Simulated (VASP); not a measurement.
# C in VASP: further runs

Runs on C. Level: PBE+D3(BJ). Tasks: single point.

All numbers are computed with VASP 6.6.1; they aren't measurements. Logs are shortened: lines on timing, memory, paths and dates and some standing lists are left out, and cuts for length are marked.

**1. The cell of the first run**

The typed cell holds 4 atoms: a = 2.459 Å, b = 2.459 Å, c = 6.343 Å, α = 90.00°, β = 90.00°, γ = 120.00°.

**2. Single point, PBE+D3(BJ)**

Contents of INCAR:

```
PREC = Accurate
ENCUT = 520
EDIFF = 1E-6
ISMEAR = 0
SIGMA = 0.1
LREAL = F
LASPH = T
NELM = 60
ALGO = Normal
ISIF = 2
LWAVE = F
LCHARG = F
GGA = PE
IVDW = 12
NBANDS = 16
```

Contents of KPOINTS:

```
regular mesh
0
Gamma
  18 18 2
```

Contents of POSCAR:

```
C
1.0
    2.4593679314      0.0000000000      0.0000000000
   -1.2296839657      2.1298751059      0.0000000000
    0.0000000000      0.0000000000      6.3428032547
C
4
Direct
    0.0000000000      0.0000000000      0.7500079809
    0.0000000000      0.0000000000      0.2499920191
    0.3333333333      0.6666666667      0.2499829553
    0.6666666667      0.3333333333      0.7500170447
```

Potentials or basis: VASP PAW PBE potentials, release 64 (C).

Run with:

```sh
$ cat potpaw_PBE.64/C/POTCAR > POTCAR
$ mpirun -np 1 vasp_std > vasp.out
```

OUTCAR:

```text
PREC = Accurate
   ENCUT = 520
   EDIFF = 1E-6
   ISMEAR = 0
   LREAL = F
   LASPH = T
   NELM = 60
   ISIF = 2
   GGA = PE
   IVDW = 12
 IVDW          = 12

 ion  position               nearest neighbor table
   1  0.000  0.000  0.750-   4 1.42   4 1.42   4 1.42
   2  0.000  0.000  0.250-   3 1.42   3 1.42   3 1.42
   3  0.333  0.667  0.250-   2 1.42   2 1.42   2 1.42
   4  0.667  0.333  0.750-   1 1.42   1 1.42   1 1.42

  LATTYP: Found a hexagonal cell.
 ALAT       =     2.4593679314
 C/A-ratio  =     2.5790379608

  Lattice vectors:

 A1 = (   2.4593679314,   0.0000000000,   0.0000000000)
 A2 = (  -1.2296839657,   2.1298751059,   0.0000000000)
 A3 = (   0.0000000000,   0.0000000000,   6.3428032547)

Analysis of symmetry for initial positions (statically):
=====================================================================
 Subroutine PRICEL returns:
 Original cell was already a primitive cell.

 Routine SETGRP: Setting up the symmetry group for a
 hexagonal supercell.

 Subroutine GETGRP returns: Found 12 space group operations
 (whereof 12 operations were pure point group operations)
 out of a pool of 24 trial point group operations.

The static configuration has the point symmetry D_3d.

Analysis of symmetry for dynamics (positions and initial velocities):
=====================================================================
 Subroutine PRICEL returns:
 Original cell was already a primitive cell.

 Routine SETGRP: Setting up the symmetry group for a
 hexagonal supercell.

 Subroutine GETGRP returns: Found 12 space group operations
 (whereof 12 operations were pure point group operations)
 out of a pool of 24 trial point group operations.

The dynamic configuration has the point symmetry D_3d.

 Subroutine INISYM returns: Found 12 space group operations
 (whereof 12 operations are pure point group operations),
 and found     1 'primitive' translations

----------------------------------------------------------------------------------------

                                     Primitive cell

  volume of cell :      33.2245

  direct lattice vectors                    reciprocal lattice vectors
     2.459367931  0.000000000  0.000000000     0.406608538  0.234755549  0.000000000
    -1.229683966  2.129875106  0.000000000     0.000000000  0.469511098  0.000000000
     0.000000000  0.000000000  6.342803255     0.000000000  0.000000000  0.157658997

  length of vectors
     2.459367931  2.459367931  6.342803255     0.469511098  0.469511098  0.157658997

  position of ions in fractional coordinates (direct lattice)
     0.000000000  0.000000000  0.750007981
     0.000000000  0.000000000  0.249992019
     0.333333333  0.666666667  0.249982955
     0.666666667  0.333333333  0.750017045

  ion indices of the primitive-cell ions
   primitive index   ion index
                 1           1
                 2           2
                 3           3
                 4           4

----------------------------------------------------------------------------------------

 KPOINTS: regular mesh

Automatic generation of k-mesh.
 Grid dimensions read from file:
 generate k-points for:   18   18    2

 Generating k-lattice:

  Cartesian coordinates                     Fractional coordinates (reciprocal lattice)
     0.022589363  0.013041975  0.000000000     0.055555556 -0.000000000  0.000000000
     0.000000000  0.026083950  0.000000000     0.000000000  0.055555556  0.000000000
     0.000000000  0.000000000  0.078829499     0.000000000  0.000000000  0.500000000

  Length of vectors
     0.026083950  0.026083950  0.078829499

  Shift w.r.t. Gamma in fractional coordinates (k-lattice)
     0.000000000  0.000000000  0.000000000

 Subroutine IBZKPT returns following result:
 ===========================================

 Found     74 irreducible k-points:

 Following reciprocal coordinates:
            Coordinates               Weight
  0.000000  0.000000  0.000000      1.000000
  0.055556 -0.000000  0.000000      6.000000
  0.111111 -0.000000  0.000000      6.000000
  0.166667  0.000000  0.000000      6.000000
  0.222222 -0.000000  0.000000      6.000000
  0.277778  0.000000  0.000000      6.000000
[... 16 lines left out ...]
  0.333333  0.111111  0.000000     12.000000
  0.388889  0.111111  0.000000     12.000000
 [... further k-points ...]
   k-points           NKPTS =     74   k-points in BZ     NKDIM =     74   number of bands    NBANDS=     16
   number of dos      NEDOS =    301   number of ions     NIONS =      4
   total plane-waves  NPLWV =  15552
   dimension x,y,z NGX =    18 NGY =   18 NGZ =   48
   dimension x,y,z NGXF=    36 NGYF=   36 NGZF=   96
   ions per type =               4
   NGX,Y,Z   is equivalent  to a cutoff of  12.17, 12.17, 12.58 a.u.
   NGXF,Y,Z  is equivalent  to a cutoff of  24.33, 24.33, 25.16 a.u.
 SYSTEM =  unknown system
   PREC   = accura    normal or accurate (medium, high low for compatibility)
   ISTART =      0    job   : 0-new  1-cont  2-samecut
   ICHARG =      2    charge: 1-file 2-atom 10-const
   ISPIN  =      1    spin polarized calculation?
   LNONCOLLINEAR =      F non collinear calculations
   LSORBIT =      F    spin-orbit coupling
   LASPH  =      T    aspherical Exc in radial PAW
   ENCUT  =  520.0 eV  38.22 Ry    6.18 a.u.   4.57  4.57 11.79*2*pi/ulx,y,z
   NELM   =     60;   NELMIN=  2; NELMDL= -5     # of ELM steps
   EDIFF  = 0.1E-05   stopping-criterion for ELM
   LREAL  =      F    real-space projection
   EDIFFG = 0.1E-04   stopping-criterion for IOM
   NSW    =      0    number of steps for IOM
   IBRION =     -1    ionic relax: 0-MD 1-quasi-New 2-CG
   NFREE  =      0    steps in history (QN), initial steepest desc. (CG)
   ISIF   =      2    stress and relaxation
   ISYM   =      2    0-nonsym 1-usesym 2-fastsym
   POTIM  = 0.5000    time-step for ionic-motion
   TEBEG  =    0.0;   TEEND  =   0.0 temperature during run
   PSTRESS=    0.0 pullay stress
   NELECT =      16.0000    total number of electrons
   NUPDOWN=      -1.0000    fix difference up-down
   EMIN   =  10.00;   EMAX   =-10.00  energy-range for DOS
   EFERMI =   0.00;   METHOD = LEGACY
   ISMEAR =     0;   SIGMA  =   0.10  broadening in eV -4-tet -1-fermi 0-gaus
   EFERMI_NEDOS =   21; number of points for ismear=-14 and -15
   IALGO  =     38    algorithm
   IMIX   =      4    mixing-type and parameters
     AMIX     =   0.40;   BMIX     =  1.00
     AMIX_MAG =   1.60;   BMIX_MAG =  1.00
  volume/ion in A,a.u.               =       8.31        56.05
  Fermi-wavevector in a.u.,A,eV,Ry     =   1.283203  2.424901 22.403471  1.646609
  Thomas-Fermi vector in A             =   2.415469
   LORBIT       =      0    0 simple, 1 ext, 2 COOP (PROOUT), +10 PAW based schemes
   GGA     = PE    functional components
   LHFCALC =     F    Hartree Fock is set to
   AEXX    =    0.0000 exact exchange contribution
   IVDW    =    12    specifies the selected vdW correction
   LEPSILON=     F    determine dielectric tensor
   LRPA    =     F    only Hartree local field effects (RPA)
 non-spin polarized calculation
 Gauss-broadening in eV      SIGMA  =   0.10
  energy-cutoff  :      520.00
  volume of cell :       33.22
 maximum number of plane-waves:       912
   NGX =  9   NGY =  9   NGZ = 23

 number of electron      15.9999994 magnetization

 Free energy of the ion-electron system (eV)
  ---------------------------------------------------
  ext. energy  EPLUGINS =         0.00000000
  ---------------------------------------------------
  free energy    TOTEN  =       -36.77962487 eV

  energy without entropy =      -36.77864508  energy(sigma->0) =      -36.77913497

 E-fermi :   5.2120     XC(G=0): -10.7266

 val. band max:        5.2119380501   @ k =   0.3333   0.3333   0.5000
 cond. band min:       5.2433660257   @ k =   0.3333   0.3333   0.5000
 fundamental gap:      0.0314279756
 Fermi energy:         5.2119745100

 k-point     1 :       0.0000    0.0000    0.0000
  band No.  band energies     occupation
      1     -14.5476      2.00000
      2     -14.0916      2.00000
      3      -3.5895      2.00000
      4      -1.0025      2.00000
      5       2.2214      2.00000
      6       2.2214      2.00000
[... 8 lines left out ...]
     15      16.9463      0.00000
     16      17.2568      0.00000

 k-point     2 :       0.0556   -0.0000    0.0000
  band No.  band energies     occupation
      1     -14.4734      2.00000
      2     -14.0192      2.00000
      3      -3.4991      2.00000
      4      -0.9194      2.00000
      5       1.9163      2.00000
      6       1.9607      2.00000
[... 8 lines left out ...]
     15      16.6984      0.00000
     16      17.3151      0.00000

 k-point     3 :       0.1111   -0.0000    0.0000
  band No.  band energies     occupation
      1     -14.2510      2.00000
      2     -13.8024      2.00000
      3      -3.2288      2.00000
      4      -0.6713      2.00000
      5       1.0814      2.00000
      6       1.1533      2.00000
[... 8 lines left out ...]
     15      15.9965      0.00000
     16      17.4890      0.00000

 k-point     4 :       0.1667    0.0000    0.0000
  band No.  band energies     occupation
      1     -13.8814      2.00000
      2     -13.4422      2.00000
      3      -2.7811      2.00000
      4      -0.2624      2.00000
      5      -0.1150      2.00000
      6      -0.0092      2.00000
[... 8 lines left out ...]
     15      16.2308      0.00000
     16      17.7684      0.00000
[... 324 lines left out ...]
 k-point    22 :       0.2778    0.1111    0.0000
  band No.  band energies     occupation
      1     -11.7020      2.00000
      2     -11.3187      2.00000
      3      -4.3952      2.00000
      4      -4.1973      2.00000
      5      -1.4523      2.00000
      6      -1.3389      2.00000
[... 8 lines left out ...]
     15      18.8273      0.00000
     16      19.8939      0.00000

 k-point    23 :       0.3333    0.1111    0.0000
  band No.  band energies     occupation
      1     -10.7851      2.00000
      2     -10.4267      2.00000
      3      -5.7937      2.00000
      4      -5.5605      2.00000
      5      -1.8281      2.00000
      6      -1.7065      2.00000
[... 8 lines left out ...]
     15      19.0566      0.00000
     16      20.1713      0.00000

 k-point    24 :       0.3889    0.1111    0.0000
  band No.  band energies     occupation
      1      -9.7694      2.00000
      2      -9.4479      2.00000
      3      -7.1009      2.00000
      4      -6.8481      2.00000
      5      -2.0556      2.00000
      6      -1.9298      2.00000
[... 8 lines left out ...]
     15      18.9800      0.00000
     16      19.5938      0.00000

 [... further k-points ...]

------------------------ aborting loop because EDIFF is reached ----------------------------------------

 Edisp (eV)   -0.66830

 E8    (eV) :    -0.1908

  FORCE on cell =-STRESS in cart. coord.  units (eV):
  Direction    XX          YY          ZZ          XY          YZ          ZX
  --------------------------------------------------------------------------------------
  -------------------------------------------------------------------------------------
  Total       0.78254     0.78254     0.59801     0.00000    -0.00000     0.00000
  in kB      37.73616    37.73616    28.83760     0.00000    -0.00000     0.00000
  external pressure =       34.77 kB  Pullay stress =        0.00 kB

 VOLUME and BASIS-vectors are now :
 -----------------------------------------------------------------------------
  energy-cutoff  :      520.00
  volume of cell :       33.22
      direct lattice vectors                 reciprocal lattice vectors
     2.459367931  0.000000000  0.000000000     0.406608538  0.234755549  0.000000000
    -1.229683966  2.129875106  0.000000000     0.000000000  0.469511098  0.000000000
     0.000000000  0.000000000  6.342803255     0.000000000  0.000000000  0.157658997

 POSITION                                       TOTAL-FORCE (eV/Angst)
 -----------------------------------------------------------------------------------
      0.00000      0.00000      4.75715         0.000000     -0.000000      0.000854
      0.00000      0.00000      1.58565        -0.000000      0.000000     -0.000854
     -0.00000      1.41992      1.58559        -0.000000      0.000000      0.001075
      1.22968      0.70996      4.75721        -0.000000      0.000000     -0.001075
 -----------------------------------------------------------------------------------
    total drift:                                0.000000     -0.000000      0.000000

  FREE ENERGIE OF THE ION-ELECTRON SYSTEM (eV)
  ---------------------------------------------------
  free  energy   TOTEN  =       -37.4479229213 eV

  energy  without entropy=      -37.4469431312  energy(sigma->0) =      -37.44743303
```

It took 34 s on 1 thread of Intel Xeon 8259CL, shared host; peak memory 0.17 GiB.

What came out:

```
Free energy                : -37.4479 eV
Pressure                   : 3.5 GPa
Band gap on the k mesh     : zero (bands 8 and 9 overlap by 0.03 eV)
Dispersion energy per atom : -0.167 eV
```

Stress tensor (GPa, compression positive):
```
3.77 0.00 0.00
0.00 3.77 0.00
0.00 0.00 2.88
```

Levels at points of the mesh, in eV from the Fermi level:
```csv
k point,band 4,band 5,band 6,band 7,band 8,band 9,band 10,band 11,band 12,band 13
"(0.00, 0.00, 0.00)",-6.21,-2.99,-2.99,-2.96,-2.96,4.81,8.38,8.38,8.46,8.46
"(0.50, 0.00, 0.00)",-13.15,-6.42,-6.33,-2.93,-2.02,1.58,2.38,7.20,7.79,11.64
"(0.00, 0.00, 0.50)",-7.65,-2.97,-2.97,-2.97,-2.97,7.93,7.93,8.42,8.42,8.42
"(0.50, 0.00, 0.50)",-13.24,-6.38,-6.38,-2.35,-2.35,1.66,1.66,7.49,7.49,13.01
```

Caveat: the k points lie up to 0.50 Å⁻¹ apart.

**3. Single point, PBE+D3(BJ)**

This run uses another cell than the first one, of 7.36 Å³/atom.

Contents of INCAR:

```
  PREC = Accurate
  ENCUT = 520
  EDIFF = 1E-6
  ISMEAR = 0
  SIGMA = 0.1
  LREAL = False
  LASPH = True
  NELM = 80
  ALGO = Normal
  ISIF = 2
  LWAVE = False
  LCHARG = False
  GGA = PE
  IVDW = 12
  NBANDS = 16
```

Contents of KPOINTS:

```
regular mesh
0
Gamma
  18 18 8
```

Contents of POSCAR:

```
C
1.0
    2.4416388609      0.0000000000      0.0000000000
   -1.2208194304      2.1145212804      0.0000000000
    0.0000000000      0.0000000000      5.7057547691
C
4
Direct
    0.0000000000      0.0000000000      0.7500000000
    0.0000000000      0.0000000000      0.2500000000
    0.3333333333      0.6666666667      0.2500000000
    0.6666666667      0.3333333333      0.7500000000
```

Potentials or basis: VASP PAW PBE potentials, release 64 (C).

Run with:

```sh
$ cat potpaw_PBE.64/C/POTCAR > POTCAR
$ mpirun -np 1 vasp_std > vasp.out
```

Run time: 78 s. Hardware: 1 thread of Intel Xeon 8259CL, shared host; peak memory 0.19 GiB.

The run converged. Its results:

| Property | Result |
| --- | --- |
| Free energy | -37.2594 eV |
| Pressure | 15.5 GPa |
| Band gap on the k mesh | zero (bands 8 and 9 overlap by 0.15 eV) |
| Dispersion energy per atom | -0.186 eV |

Stress tensor (GPa, compression positive):
```
15.86  0.00  0.00
 0.00 15.86  0.00
 0.00  0.00 14.84
```

Levels at points of the mesh, in eV from the Fermi level:
```csv
k point,band 6,band 7,band 8,band 9,band 10,band 11
"(0.00, 0.00, 0.00)",-2.94,-2.85,-2.85,6.21,8.53,8.53
"(0.50, 0.00, 0.00)",-6.26,-3.39,-2.01,1.94,2.90,7.18
"(0.00, 0.00, 0.50)",-2.90,-2.90,-2.90,8.62,8.62,8.62
"(0.50, 0.00, 0.50)",-6.37,-2.34,-2.34,1.71,1.71,7.73
```

Caveat: the cell stands under pressure.

(Part 1 of 2 ends here.)

The gap in the log of VASP goes by the Fermi energy; the results here count the filled bands.